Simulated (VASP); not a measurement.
Here is a VASP 6.6.1 calculation.

The input INCAR:

```
PREC = Accurate
ENCUT = 600
EDIFF = 1E-6
ISMEAR = 0
SIGMA = 0.05
LREAL = False
LASPH = True
NELM = 60
ALGO = Normal
ISIF = 3
LWAVE = False
LCHARG = False
GGA = PE
IBRION = 2
NSW = 80
EDIFFG = -0.03
PSTRESS = 50.0
```

KPOINTS

```
Automatic mesh
0
Gamma
  9 9 5
```

POSCAR

```
Mo
1.0
    2.8000000000      0.0000000000      0.0000000000
   -1.4000000000      2.4248711306      0.0000000000
    0.0000000000      0.0000000000      4.5724000000
Mo
2
Direct
    0.3333333333      0.6666666667      0.2500000000
    0.6666666667      0.3333333333      0.7500000000
```

Potentials or basis: VASP PAW PBE potentials, release 64 (Mo_sv).

Run with:

```bash
$ cat potpaw_PBE.64/Mo_sv/POTCAR > POTCAR
$ mpirun -np 1 vasp_std > vasp.out
```

(1) Estimate the space group after relaxing (to 0.1 Å).

(2) What does it give for the band gap on the k mesh?

Results:

(1) P6_3/mmc (No. 194).

(2) zero (bands 14 and 15 overlap by 1.41 eV).

Caveat: the cell is relaxed towards a set pressure, so the run minimises the enthalpy, not the energy.
